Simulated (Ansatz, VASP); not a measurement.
## One calculation of NaCl, two programs

The input INCAR:

```
PREC = Accurate ; ENCUT = 400
EDIFF = 1E-8 ; ISMEAR = -1
SIGMA = 0.02 ; LREAL = F
LASPH = T ; NELM = 120
ALGO = Normal ; ISIF = 2
LWAVE = F ; LCHARG = F
GGA = PS ; LEFG = T
NBANDS = 14 ; GGA_COMPAT = F
```

KPOINTS

```
regular mesh
0
Gamma
  8 8 8
```

The input POSCAR:

```
NaCl
1.0
    2.8789409493      0.0000000000      0.0000000000
    0.0000000000      2.8789409493      0.0000000000
    0.0000000000      0.0000000000      2.8789409493
Na Cl
1 1
Direct
    0.0000000000      0.0000000000      0.0000000000
    0.5000000000      0.5000000000      0.5000000000
```

Input for Ansatz:

```yaml
crystal:
  lattice:
    - [2.8789409493, 0.0, 0.0]
    - [0.0, 2.8789409493, 0.0]
    - [0.0, 0.0, 2.8789409493]
  atoms:
    - { symbol: Na, position: [0.0, 0.0, 0.0] }
    - { symbol: Cl, position: [0.5, 0.5, 0.5] }
kpoints:
  mp_grid: { grid: [8, 8, 8] }
scf:
  occupations: { method: fermi_dirac, width: 0.02 }
hamiltonian:
  xc: pbesol
  pseudopotentials: { kind: paw }
output:
  forces: true
  stress: true
  eigenvalues: true
  efg: { contact_densities: true }
  write_density: true
  write_potential: true
  elf: true
  volumetric_format: npy
```

Change from the starting cell: volume scaled by 1.02, PAW files.

Alike in both runs: task electric field gradients; functional PBEsol; k mesh 8 × 8 × 8; occupations fermi-dirac, width 0.02 eV; no spin polarisation.

```csv
,VASP,Ansatz
version,VASP 6.6.1,Ansatz 0.2.0
potentials or method,"VASP PAW PBE potentials, release 64 (Na_pv, Cl)","PAW with Ansatz's default frozen-core files, scalar-relativistic"
plane-wave cutoff (eV),400,420
valence electrons in the cell,14,16
```

Ansatz gave:

| Property | Result |
| --- | --- |
| gap on the k mesh at the Fermi level (eV) | 4.23 |
| pressure (GPa) | 54.8 |

Problem. Estimate VASP's values.

Solution. gap on the k mesh at the Fermi level (eV): 4.28; pressure (GPa): 55.0.

VASP's potentials were made for PBE, not for PBEsol. Both programs put the cell under a high pressure, so it lies far from rest at this level. VASP's potentials hold 14 valence electrons a cell and Ansatz's 16, so a difference there can come from the potentials and not from the codes.
